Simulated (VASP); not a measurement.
Al2Cu: single point with r2SCAN

The system is Al2Cu.

```xyz
9
Lattice="0.0000 -4.0880 0.0000 0.0000 0.0000 -2.8513 12.2641 0.0000 0.0000" Properties=species:S:1:pos:R:3 pbc="T T T"
Al    2.0440    0.0000   -1.4257
Al    6.1320    0.0000   -1.4257
Al   10.2201    0.0000   -1.4257
Al    0.0000   -2.0440   -1.4257
Al    4.0880   -2.0440   -1.4257
Al    8.1761   -2.0440   -1.4257
Cu    4.0880    0.0000    0.0000
Cu    8.1761    0.0000    0.0000
Cu    0.0000    0.0000    0.0000
```

```json
{"Program": "VASP 6.6.1", "Task": "single point", "Functional": "r2SCAN", "Potentials or basis": "VASP PAW PBE potentials, release 64 (Al, Cu)", "Cutoff": "520 eV", "k mesh": "11 × 16 × 4", "Occupations": "gaussian, width 0.15 eV", "Spin": "no spin polarisation"}
```

```json
{"Pressure": "-0.1 GPa", "Band gap on the k mesh": "zero (an odd number of electrons rules out a gap without spin polarisation)"}
```

Stress tensor (GPa, compression positive):
```
 0.16  0.00  0.00
 0.00  0.10  0.00
 0.00  0.00 -0.53
```

Levels at points of the mesh, in eV from the Fermi level:
```csv
k point,band 22,band 23,band 24,band 25,band 26,band 27,band 28,band 29
"(0.00, 0.00, 0.00)",-2.65,-1.72,-1.72,0.07,1.01,1.11,1.11,2.51
"(0.00, 0.50, 0.00)",-1.57,-1.57,-0.99,-0.99,2.64,2.76,2.76,2.84
"(0.00, 0.00, 0.50)",-2.37,-2.37,-1.25,0.57,0.57,1.62,1.92,2.15
"(0.00, 0.50, 0.50)",-2.57,-1.70,0.48,0.48,0.76,0.76,2.91,2.91
```

Wall time 32 min on 4 MPI ranks on Oxide Virtual Turin-like Processor (shared host), peak memory 0.71 GiB a rank.

Caveat: the PAW data sets were made with another functional, which shifts forces and pressure a little.
